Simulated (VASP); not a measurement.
A run of VASP 6.6.1 is set up as follows.

INCAR

```
  PREC = Accurate
  ENCUT = 520
  EDIFF = 1E-8
  ISMEAR = 0
  SIGMA = 0.01
  LREAL = False
  LASPH = True
  NELM = 150
  ALGO = Normal
  ISIF = 2
  LWAVE = False
  LCHARG = False
  LMAXMIX = 4
  LDAU = True
  LDAUTYPE = 2
  LDAUL = -1 2
  LDAUU = 0 6.2
  LDAUJ = 0 0
  LDAUPRINT = 1
  GGA = PE
  LEPSILON = True
```

File KPOINTS:

```
Automatic mesh
0
Gamma
  8 8 8
```

Contents of POSCAR:

```
CuI
1.0
    0.0000000000      3.0315000000      3.0315000000
    3.0315000000      0.0000000000      3.0315000000
    3.0315000000      3.0315000000      0.0000000000
I Cu
1 1
Direct
    0.0000000000      0.0000000000      0.0000000000
    0.7500000000      0.7500000000      0.7500000000
```

Potentials or basis: VASP PAW PBE potentials, release 64 (I, Cu).

Run with:

```bash
$ cat potpaw_PBE.64/I/POTCAR potpaw_PBE.64/Cu/POTCAR > POTCAR
$ mpirun -np 1 vasp_std > vasp.out
```

(1) What does it give for the electronic dielectric tensor (diagonal)?

(2) Estimate the Born charges (mean of the diagonal).

(3) Estimate the band gap on the k mesh.

Answers

(1) 5.31.

(2) I -1.09; Cu +1.09 e.

(3) 2.08 eV.

Caveat: spin-orbit coupling is left out, which moves the levels of the heavy elements.
